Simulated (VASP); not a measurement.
# NaF (Fm-3m) in VASP: a series of runs

NaF is run at these levels: PBE; tasks: single point.

Everything below comes from runs of VASP 6.6.1. Logs are shortened: lines on timing, memory, paths and dates and some standing lists are left out, and cuts for length are marked.

## (1) The cell of the first run

The structure is cubic, space group Fm-3m (No. 225). The conventional cell has a = 4.701 Å, b = 4.701 Å, c = 4.701 Å, α = 90.00°, β = 90.00°, γ = 90.00°. Within 3.1 Å of Na (site symmetry m-3m) lie 6 F at 2.35 Å. F (site symmetry m-3m) has 6 Na at 2.35 Å within 3.1 Å.

## (2) Single point, PBE

INCAR reads:

```
PREC = Accurate
ENCUT = 520
EDIFF = 1E-7
ISMEAR = 0
SIGMA = 0.05
LREAL = F
LASPH = T
NELM = 60
ALGO = Normal
ISIF = 2
LWAVE = F
LCHARG = T
GGA = PE
LELF = T
LVHAR = T
NBANDS = 14
```

KPOINTS reads:

```
Automatic mesh
0
Gamma
  12 12 12
```

POSCAR reads:

```
NaF
1.0
    0.0000000000      2.3506791403      2.3506791403
    2.3506791403      0.0000000000      2.3506791403
    2.3506791403      2.3506791403      0.0000000000
Na F
1 1
Direct
    0.0000000000      0.0000000000      0.0000000000
    0.5000000000      0.5000000000      0.5000000000
```

Potentials or basis: VASP PAW PBE potentials, release 64 (Na_pv, F).

On the command line:

```sh
$ cat potpaw_PBE.64/Na_pv/POTCAR potpaw_PBE.64/F/POTCAR > POTCAR
$ mpirun -np 1 vasp_std > vasp.out
```

OUTCAR:

```text
PREC = Accurate
   ENCUT = 520
   EDIFF = 1E-7
   ISMEAR = 0
   LREAL = F
   LASPH = T
   NELM = 60
   ISIF = 2
   GGA = PE

 ion  position               nearest neighbor table
   1  0.000  0.000  0.000-
   2  0.500  0.500  0.500-

  LATTYP: Found a face centered cubic cell.
 ALAT       =     4.7013582806

  Lattice vectors:

 A1 = (   0.0000000000,   2.3506791403,   2.3506791403)
 A2 = (   2.3506791403,   0.0000000000,   2.3506791403)
 A3 = (   2.3506791403,   2.3506791403,   0.0000000000)

Analysis of symmetry for initial positions (statically):
=====================================================================
 Subroutine PRICEL returns:
 Original cell was already a primitive cell.

 Routine SETGRP: Setting up the symmetry group for a
 face centered cubic supercell.

 Subroutine GETGRP returns: Found 48 space group operations
 (whereof 48 operations were pure point group operations)
 out of a pool of 48 trial point group operations.

The static configuration has the point symmetry O_h .

Analysis of symmetry for dynamics (positions and initial velocities):
=====================================================================
 Subroutine PRICEL returns:
 Original cell was already a primitive cell.

 Routine SETGRP: Setting up the symmetry group for a
 face centered cubic supercell.

 Subroutine GETGRP returns: Found 48 space group operations
 (whereof 48 operations were pure point group operations)
 out of a pool of 48 trial point group operations.

The dynamic configuration has the point symmetry O_h .

 Subroutine INISYM returns: Found 48 space group operations
 (whereof 48 operations are pure point group operations),
 and found     1 'primitive' translations

----------------------------------------------------------------------------------------

                                     Primitive cell

  volume of cell :      25.9783

  direct lattice vectors                    reciprocal lattice vectors
     0.000000000  2.350679140  2.350679140    -0.212704487  0.212704487  0.212704487
     2.350679140  0.000000000  2.350679140     0.212704487 -0.212704487  0.212704487
     2.350679140  2.350679140  0.000000000     0.212704487  0.212704487 -0.212704487

  length of vectors
     3.324362321  3.324362321  3.324362321     0.368414978  0.368414978  0.368414978

  position of ions in fractional coordinates (direct lattice)
     0.000000000  0.000000000  0.000000000
     0.500000000  0.500000000  0.500000000
[... 81 lines left out ...]
   IBRION =     -1    ionic relax: 0-MD 1-quasi-New 2-CG
   NFREE  =      0    steps in history (QN), initial steepest desc. (CG)
   ISIF   =      2    stress and relaxation
   ISYM   =      2    0-nonsym 1-usesym 2-fastsym
   POTIM  = 0.5000    time-step for ionic-motion
   TEBEG  =    0.0;   TEEND  =   0.0 temperature during run
   PSTRESS=    0.0 pullay stress
   NELECT =      14.0000    total number of electrons
   NUPDOWN=      -1.0000    fix difference up-down
   EMIN   =  10.00;   EMAX   =-10.00  energy-range for DOS
   EFERMI =   0.00;   METHOD = LEGACY
   ISMEAR =     0;   SIGMA  =   0.05  broadening in eV -4-tet -1-fermi 0-gaus
   EFERMI_NEDOS =   21; number of points for ismear=-14 and -15
   IALGO  =     38    algorithm
   IMIX   =      4    mixing-type and parameters
     AMIX     =   0.40;   BMIX     =  1.00
     AMIX_MAG =   1.60;   BMIX_MAG =  1.00
  volume/ion in A,a.u.               =      12.99        87.65
  Fermi-wavevector in a.u.,A,eV,Ry     =   1.332235  2.517559 24.148300  1.774850
  Thomas-Fermi vector in A             =   2.461185
   LORBIT       =      0    0 simple, 1 ext, 2 COOP (PROOUT), +10 PAW based schemes
   GGA     = PE    functional components
   LHFCALC =     F    Hartree Fock is set to
   AEXX    =    0.0000 exact exchange contribution
   IVDW    =     0    specifies the selected vdW correction
   LEPSILON=     F    determine dielectric tensor
   LRPA    =     F    only Hartree local field effects (RPA)
 non-spin polarized calculation
 Gauss-broadening in eV      SIGMA  =   0.05
  energy-cutoff  :      520.00
  volume of cell :       25.98
 maximum number of plane-waves:       725
 NGX is ok and might be reduce to    28
   NGX = 13   NGY = 13   NGZ = 13

 number of electron      14.0000002 magnetization

 Free energy of the ion-electron system (eV)
  ---------------------------------------------------
  ext. energy  EPLUGINS =         0.00000000
  ---------------------------------------------------
  free energy    TOTEN  =        -8.56947130 eV

  energy without entropy =       -8.56947130  energy(sigma->0) =       -8.56947130

 E-fermi :  -1.9421     XC(G=0):  -8.9504

 val. band max:       -2.2661343840   @ k =   0.0000   0.0000   0.0000
 cond. band min:       3.8053084049   @ k =   0.0000   0.0000   0.0000
 fundamental gap:      6.0714427889
 Fermi energy:        -1.9421230845

 k-point     1 :       0.0000    0.0000    0.0000
  band No.  band energies     occupation
      1     -21.3703      2.00000
      2     -21.3445      2.00000
      3     -21.3445      2.00000
      4     -21.3445      2.00000
      5      -2.2661      2.00000
      6      -2.2661      2.00000
      7      -2.2661      2.00000
      8       3.8053      0.00000
      9      16.3997      0.00000
     10      16.3997      0.00000
     11      16.3997      0.00000
     12      19.1758      0.00000
     13      21.3026      0.00000
     14      21.3026      0.00000
[... 377 lines left out ...]
      1     -21.9550      2.00000
      2     -21.3819      2.00000
      3     -21.3605      2.00000
      4     -20.6219      2.00000
      5      -3.5924      2.00000
      6      -2.7154      2.00000
      7      -2.5300      2.00000
      8       8.7515      0.00000
      9      10.1049      0.00000
     10      15.0313      0.00000
     11      17.3436      0.00000
     12      18.5999      0.00000
     13      20.7802      0.00000
     14      23.4651      0.00000

 [... further k-points ...]
[... 5 lines left out ...]
  --------------------------------------------------------------------------------------
  -------------------------------------------------------------------------------------
  Total       -0.0230136     -0.0230136     -0.0230136      0.0000000      0.0000000      0.0000000
  in kB       -1.4193336     -1.4193336     -1.4193336      0.0000000      0.0000000      0.0000000
  external PRESSURE =      -1.4193336 kB  Pullay stress =       0.0000000 kB

 VOLUME and BASIS-vectors are now :
 -----------------------------------------------------------------------------
  energy-cutoff  :      520.00
  volume of cell :       25.98
      direct lattice vectors                 reciprocal lattice vectors
     0.000000000  2.350679140  2.350679140    -0.212704487  0.212704487  0.212704487
     2.350679140  0.000000000  2.350679140     0.212704487 -0.212704487  0.212704487
     2.350679140  2.350679140  0.000000000     0.212704487  0.212704487 -0.212704487

 POSITION                                       TOTAL-FORCE (eV/Angst)
 -----------------------------------------------------------------------------------
      0.00000      0.00000      0.00000         0.000000      0.000000      0.000000
      2.35068      2.35068      2.35068        -0.000000     -0.000000     -0.000000
 -----------------------------------------------------------------------------------
    total drift:                                0.000000      0.000000      0.000000

  FREE ENERGIE OF THE ION-ELECTRON SYSTEM (eV)
  ---------------------------------------------------
  free  energy   TOTEN  =        -8.5694713013 eV

  energy  without entropy=       -8.5694713013  energy(sigma->0) =       -8.56947130
```

stdout:

```text
POSCAR found type information on POSCAR NaF
 POSCAR found :  2 types and       2 ions
 scaLAPACK will be used
 LDA part: xc-table for (Slater+PW92), standard interpolation
 POSCAR, INCAR and KPOINTS ok, starting setup
 FFT: planning ... GRIDC
 FFT: planning ... GRID_SOFT
 FFT: planning ... GRID
 WAVECAR not read
 entering main loop
```

Wall time 26 s (1 thread of Intel Xeon Platinum 8259CL at 2.50GHz (Skylake/Cascade Lake), shared host); peak memory 0.15 GiB.

What came out:

* Free energy: -8.5695 eV
* Pressure: -0.1 GPa
* Band gap on the k mesh: 6.07 eV, direct

(Part 1 of 2 ends here.)
